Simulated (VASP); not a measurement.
# Ta3HC4 in VASP: further runs, part 2 of 3

VASP 6.6.1.

## Step 3: Relaxation of the atoms, PBEsol

Contents of INCAR:

```
  ALGO = Normal
  DIPOL = 0.5 0.5 0.479
  EDIFF = 1E-7
  EDIFFG = -0.02
  ENCUT = 520
  GGA = PS
  GGA_COMPAT = F
  IBRION = 2
  IDIPOL = 3
  ISIF = 2
  ISMEAR = 0
  LASPH = T
  LCHARG = F
  LDIPOL = T
  LREAL = F
  LWAVE = F
  NELM = 120
  NELMDL = -8
  NELMIN = 4
  NSW = 45
  PREC = Accurate
  SIGMA = 0.1
```

Contents of KPOINTS:

```
k-points
0
Gamma
  9 9 1
```

Contents of POSCAR:

```
Ta3HC4
1.0
    3.1393032007      0.0000000000      0.0000000000
   -1.5696516004      2.7187163220      0.0000000000
    0.0000000000      0.0000000000     26.6896909897
C Ta H
4 3 1
Selective dynamics
Direct
    0.3333333333      0.6666666667      0.3184750248  F F F
    0.0000000000      0.0000000000      0.4145132416  F F F
    0.6666666667      0.3333333333      0.5091007454  F F F
    0.3333333333      0.6666666667      0.5999630287  F F F
    0.6666666667      0.3333333333      0.3664941332  F F F
    0.3333333333      0.6666666667      0.4634286877  F F F
    0.0000000000      0.0000000000      0.5625887733  F F F
    0.6666666667      1.3333333333      0.5954669107  F F T
```

Potentials or basis: VASP PAW PBE potentials, release 64 (C, Ta_pv, H).

The run is started by

```sh
$ cat potpaw_PBE.64/C/POTCAR potpaw_PBE.64/Ta_pv/POTCAR potpaw_PBE.64/H/POTCAR > POTCAR
$ mpirun -np 1 vasp_std > vasp.out
```

OUTCAR:

```text
EDIFF = 1E-7
   EDIFFG = -0.02
   ENCUT = 520
   GGA = PS
   IBRION = 2
   ISIF = 2
   ISMEAR = 0
   LASPH = T
   LREAL = F
   NELM = 120
   NELMDL = -8
   NELMIN = 4
   NSW = 45
   PREC = Accurate

 ion  position               nearest neighbor table
   1  0.333  0.667  0.318-   5 2.22   5 2.22   5 2.22
   2  0.000  0.000  0.415-   5 2.22   5 2.22   5 2.22   6 2.23   6 2.23   6 2.23
   3  0.667  0.333  0.509-   6 2.18   6 2.18   6 2.18   7 2.31   7 2.31   7 2.31
   4  0.333  0.667  0.600-   7 2.07   7 2.07   7 2.07
   5  0.667  0.333  0.366-   1 2.22   1 2.22   2 2.22   2 2.22   2 2.22   1 2.22   6 3.16   6 3.16
                             6 3.16
   6  0.333  0.667  0.463-   3 2.18   3 2.18   3 2.18   2 2.23   2 2.23   2 2.23   5 3.16   5 3.16
                             5 3.16   7 3.21   7 3.21   7 3.21
   7  0.000  0.000  0.563-   8 2.01   8 2.01   8 2.01   4 2.07   4 2.07   4 2.07   3 2.31   3 2.31
                             3 2.31   6 3.21   6 3.21   6 3.21
   8  0.667  0.333  0.595-   7 2.01   7 2.01   7 2.01

  LATTYP: Found a hexagonal cell.
 ALAT       =     3.1393032007
 C/A-ratio  =     8.5017882260

  Lattice vectors:

 A1 = (   3.1393032007,   0.0000000000,   0.0000000000)
 A2 = (  -1.5696516004,   2.7187163220,   0.0000000000)
 A3 = (   0.0000000000,   0.0000000000,  26.6896909897)

Analysis of symmetry for initial positions (statically):
=====================================================================
 Subroutine PRICEL returns:
 Original cell was already a primitive cell.

 Routine SETGRP: Setting up the symmetry group for a
 hexagonal supercell.

 Subroutine GETGRP returns: Found  6 space group operations
 (whereof  6 operations were pure point group operations)
 out of a pool of 24 trial point group operations.

The static configuration has the point symmetry C_3v.

Analysis of symmetry for dynamics (positions and initial velocities):
=====================================================================
[... 157 lines left out ...]
  energy-cutoff  :      520.00
  volume of cell :      227.79
 maximum number of plane-waves:      6174
 NGX is ok and might be reduce to    24
   NGX = 11   NGY = 11   NGZ = 99

 dipolmoment           0.000000      0.000000      0.571564 electrons x Angstroem

--------------------------------------- Ionic step        1  -------------------------------------------

 number of electron      49.9999996 magnetization

 Free energy of the ion-electron system (eV)
  ---------------------------------------------------
  ext. energy  EPLUGINS =         0.00000000
  ---------------------------------------------------
  free energy    TOTEN  =       -76.25686548 eV

  energy without entropy =      -76.23908875  energy(sigma->0) =      -76.24797711

------------------------ aborting loop because EDIFF is reached ----------------------------------------

  FORCE on cell =-STRESS in cart. coord.  units (eV):
  Direction    XX          YY          ZZ          XY          YZ          ZX
  --------------------------------------------------------------------------------------
  -------------------------------------------------------------------------------------
  Total        1.3482327      1.3482327     -0.9025897     -0.0000000      0.0000000     -0.0000000
  in kB        9.4827598      9.4827598     -6.3483408     -0.0000000      0.0000000     -0.0000000
  external PRESSURE =       4.2057263 kB  Pullay stress =       0.0000000 kB
[... 155 lines left out ...]
--------------------------------------- Ionic step        5  -------------------------------------------

 number of electron      49.9999996 magnetization

 dipolmoment           0.000000      0.000000     -0.091623 electrons x Angstroem

 Free energy of the ion-electron system (eV)
  ---------------------------------------------------
  ext. energy  EPLUGINS =         0.00000000
  ---------------------------------------------------
  free energy    TOTEN  =       -76.53820466 eV

  energy without entropy =      -76.51932969  energy(sigma->0) =      -76.52876717

 E-fermi :  -1.2500     XC(G=0):  -5.0404

 val. band max:       -1.2512115458   @ k =   0.3333   0.0000   0.0000
 cond. band min:      -1.2220775041   @ k =   0.4444   0.0000   0.0000
 fundamental gap:      0.0291340418
 Fermi energy:        -1.2500184594

 k-point     1 :       0.0000    0.0000    0.0000
  band No.  band energies     occupation
      1     -36.7763      2.00000
      2     -36.4439      2.00000
      3     -36.3995      2.00000
      4     -36.3995      2.00000
      5     -36.1967      2.00000
      6     -36.1967      2.00000
[... 385 lines left out ...]
     29       0.9339      0.00000
     30       1.5117      0.00000

------------------------ aborting loop because EDIFF is reached ----------------------------------------

 vacuum level on the upper side and lower side of the slab       (xc-potential included)        -0.958         0.945

  FORCE on cell =-STRESS in cart. coord.  units (eV):
  Direction    XX          YY          ZZ          XY          YZ          ZX
  --------------------------------------------------------------------------------------
  -------------------------------------------------------------------------------------
  Total       -0.4421012     -0.4421012     -1.8605886      0.0000000     -0.0000000     -0.0000000
  in kB       -3.1095072     -3.1095072    -13.0864014      0.0000000     -0.0000000     -0.0000000
  external PRESSURE =      -6.4351386 kB  Pullay stress =       0.0000000 kB
[... 23 lines left out ...]
  FREE ENERGIE OF THE ION-ELECTRON SYSTEM (eV)
  ---------------------------------------------------
  free  energy   TOTEN  =       -76.5382046585 eV

  energy  without entropy=      -76.5193296862  energy(sigma->0) =      -76.52876717

 reached required accuracy - stopping structural energy minimisation

 vacuum level on the upper side and lower side of the slab         3.508         5.450
```

OSZICAR:

```text
N       E                     dE             d eps       ncg     rms          rms(c)
DAV:   1     0.385419243369E+03    0.38542E+03   -0.27001E+04   920   0.144E+03
DAV:   2    -0.559164734098E+02   -0.44134E+03   -0.43338E+03   896   0.361E+02
DAV:   3    -0.848682573101E+02   -0.28952E+02   -0.28356E+02   892   0.851E+01
[... 121 lines left out ...]
DAV:  16    -0.765382038630E+02   -0.35057E-06   -0.24581E-08   554   0.724E-04    0.508E-04
DAV:  17    -0.765382042342E+02   -0.37125E-06   -0.30979E-08   506   0.569E-04    0.325E-04
DAV:  18    -0.765382043514E+02   -0.11721E-06   -0.75926E-09   480   0.361E-04    0.244E-04
DAV:  19    -0.765382045766E+02   -0.22515E-06   -0.13977E-08   512   0.370E-04    0.118E-04
DAV:  20    -0.765382046585E+02   -0.81943E-07   -0.48783E-09   474   0.270E-04
   5 F= -.76538205E+02 E0= -.76528767E+02  d E =-.281339E+00
```

CONTCAR:

```text
Ta3HC4
   1.00000000000000
     3.1393032007000001    0.0000000000000000    0.0000000000000000
    -1.5696516004000001    2.7187163220000001    0.0000000000000000
     0.0000000000000000    0.0000000000000000   26.6896909897000008
  C               Ta              H
     4     3     1
Selective dynamics
Direct
     0.3333333332999970    0.6666666667000030    0.3184750248000014   F   F   F
     0.0000000000000000    0.0000000000000000    0.4145132415999981   F   F   F
     0.6666666667000030    0.3333333332999970    0.5091007453999978   F   F   F
     0.3333333332999970    0.6666666667000030    0.5999630287000031   F   F   F
     0.6666666667000030    0.3333333332999970    0.3664941331999998   F   F   F
     0.3333333332999970    0.6666666667000030    0.4634286877000022   F   F   F
     0.0000000000000000    0.0000000000000000    0.5625887732999999   F   F   F
     0.6666666667000030    0.3333333332999970    0.6102400602664126   F   F   T

  0.00000000E+00  0.00000000E+00  0.00000000E+00
  0.00000000E+00  0.00000000E+00  0.00000000E+00
  0.00000000E+00  0.00000000E+00  0.00000000E+00
  0.00000000E+00  0.00000000E+00  0.00000000E+00
  0.00000000E+00  0.00000000E+00  0.00000000E+00
  0.00000000E+00  0.00000000E+00  0.00000000E+00
  0.00000000E+00  0.00000000E+00  0.00000000E+00
  0.00000000E+00  0.00000000E+00  0.00000000E+00
```

Wall time 9 min (1 thread of AMD EPYC 7R13 (Zen 3), shared host); peak memory 0.36 GiB.

Results:

```yaml
Free_energy: -76.5382 eV
Energy_gained_by_relaxing: 35.2 meV/atom
Ionic_steps: 5
```

The path:
```tsv
step	energy change (eV)	largest force on free atoms (eV/Å)	pressure (GPa)
1	0.0000	1.3045	0.42
2	-0.0775	1.1537	0.23
3	-0.2418	0.5526	-0.31
4	-0.1704	0.9111	-1.04
5	-0.2813	0.0066	-0.64
```

Final structure:
```
CELL_PARAMETERS angstrom
3.13930 0.00000 0.00000
-1.56965 2.71872 0.00000
0.00000 0.00000 26.68969
ATOMIC_POSITIONS crystal
C 0.33333 0.66667 0.31848
C 0.00000 0.00000 0.41451
C 0.66667 0.33333 0.50910
C 0.33333 0.66667 0.59996
Ta 0.66667 0.33333 0.36649
Ta 0.33333 0.66667 0.46343
Ta 0.00000 0.00000 0.56259
H 0.66667 0.33333 0.61024
```

Caveat: the PAW data sets were made with another functional, which shifts forces and pressure a little; spin-orbit coupling is left out, which moves the levels of the heavy elements.

## Step 4: Relaxation of the atoms, PBEsol

Contents of INCAR:

```
SYSTEM = Ta3HC4
  PREC = Accurate
  ENCUT = 520
  EDIFF = 1E-7
  ISMEAR = 0
  SIGMA = 0.1
  LREAL = .FALSE.
  LASPH = .TRUE.
  NELM = 120
  ALGO = Normal
  ISIF = 2
  LWAVE = .FALSE.
  LCHARG = .FALSE.
  LDIPOL = .TRUE.
  IDIPOL = 3
  DIPOL = 0.5 0.5 0.484
  GGA = PS
  IBRION = 2
  NSW = 45
  EDIFFG = -0.02
  GGA_COMPAT = .FALSE.
  NELMIN = 4
  NELMDL = -8
```

Contents of KPOINTS:

```
regular mesh
0
G
  9 9 1
  0 0 0
```

Edit POSCAR of step 3 so:

```diff
@@ -16,2 +16,2 @@
     0.0000000000      0.0000000000      0.5625887733  F F F
-    0.6666666667      1.3333333333      0.5954669107  F F T
+    1.0000000000      1.0000000000      0.6381800316  F F T
```

The run is started by

```sh
$ cat potpaw_PBE.64/C/POTCAR potpaw_PBE.64/Ta_pv/POTCAR potpaw_PBE.64/H/POTCAR > POTCAR
$ mpirun -np 1 vasp_std > vasp.out
```

It took 17 min on 1 thread of Intel Xeon 8259CL, shared host; peak memory 0.39 GiB.

The run converged. Its results:

* Free energy: -76.6321 eV
* Energy gained by relaxing: 23.1 meV/atom
* Ionic steps: 4
* Band gap on the k mesh: zero (bands 25 and 26 overlap by 0.16 eV)

Step by step:
```tsv
step	energy change (eV)	largest force on free atoms (eV/Å)	pressure (GPa)
1	0.0000	1.6674	-1.07
2	-0.1140	1.1366	-0.86
3	-0.1850	0.0439	-0.41
4	-0.1851	0.0098	-0.43
```

Final structure:
```xyz
8
Lattice="3.1393 0.0000 0.0000 -1.5697 2.7187 0.0000 0.0000 0.0000 26.6897" Properties=species:S:1:pos:R:3 pbc="T T T"
C     0.0000    1.8125    8.5000
C     0.0000    0.0000   11.0632
C     1.5697    0.9062   13.5877
C     0.0000    1.8125   16.0128
Ta    1.5697    0.9062    9.7816
Ta    0.0000    1.8125   12.3688
Ta    0.0000    0.0000   15.0153
H     0.0000    0.0000   16.8365
```

Levels at points of the mesh, in eV from the Fermi level:
```
           k point  band 22  band 23  band 24  band 25  band 26  band 27  band 28  band 29
(0.00, 0.00, 0.00)    -1.98    -0.28    -0.08    -0.08     0.67     0.67     1.05     1.39
```

Caveat: the PAW data sets were made with another functional, which shifts forces and pressure a little; spin-orbit coupling is left out, which moves the levels of the heavy elements.

[end of part 2 of 3]
